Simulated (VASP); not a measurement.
Al: relaxation of cell and atoms with PBEsol

Al:

```
Al
1.0
     0.00000    2.00778    2.00778
     2.00778    0.00000    2.00778
     2.00778    2.00778    0.00000
Al
1
Direct
  0.00000 0.00000 0.00000
```

| Property | Result |
| --- | --- |
| Program | VASP 6.6.1 |
| Task | relaxation of cell and atoms |
| Functional | PBEsol |
| Potentials or basis | VASP PAW PBE potentials, release 64 (Al) |
| Cutoff | 600 eV |
| k mesh | 20 × 20 × 20 |
| Occupations | fermi-dirac, width 0.15 eV |
| Spin | no spin polarisation |
| Dipole correction | no |
| Further INCAR settings | ALGO = Normal; EDIFF = 1e-06; IBRION = 2; EDIFFG = -0.001; NSW = 80; ISIF = 3 |

```json
{"Relaxed volume": "16.21 Å³/atom", "Relaxed cell": "a = 2.841 Å, b = 2.841 Å, c = 2.841 Å, α = 60.00°, β = 60.00°, γ = 60.00°", "Space group after relaxing (to 0.1 Å)": "Fm-3m (No. 225)", "Energy gained by relaxing": "0.0 meV/atom", "Ionic steps": "3", "Pressure after relaxing": "0.0 GPa", "Band gap on the k mesh": "zero (an odd number of electrons rules out a gap without spin polarisation)"}
```

Final structure:
```cif
data_structure
_symmetry_space_group_name_H-M 'P 1'
_symmetry_Int_Tables_number 1
_cell_length_a 2.8409
_cell_length_b 2.8409
_cell_length_c 2.8409
_cell_angle_alpha 60.000
_cell_angle_beta 60.000
_cell_angle_gamma 60.000
_cell_volume 16.21
loop_
_atom_site_label
_atom_site_type_symbol
_atom_site_fract_x
_atom_site_fract_y
_atom_site_fract_z
_atom_site_occupancy
Al1 Al 0.00000 0.00000 0.00000 1
```

Levels at points of the mesh, in eV from the Fermi level:
| k point | band 1 | band 2 | band 3 | band 4 | band 5 |
| --- | --- | --- | --- | --- | --- |
| (0.00, 0.00, 0.00) | -11.27 | 12.67 | 12.67 | 12.67 | 14.30 |
| (0.50, 0.00, 0.00) | -4.68 | -4.42 | 11.50 | 11.50 | 11.57 |
| (0.50, 0.50, 0.00) | -2.98 | -1.63 | 5.24 | 5.65 | 5.65 |

It took 13 s on 1 thread of AMD EPYC 9R45 96-Core Processor (Zen 5), with other jobs on the host, peak memory 0.12 GiB.

Caveat: the PAW data sets were made with another functional, which shifts forces and pressure a little.
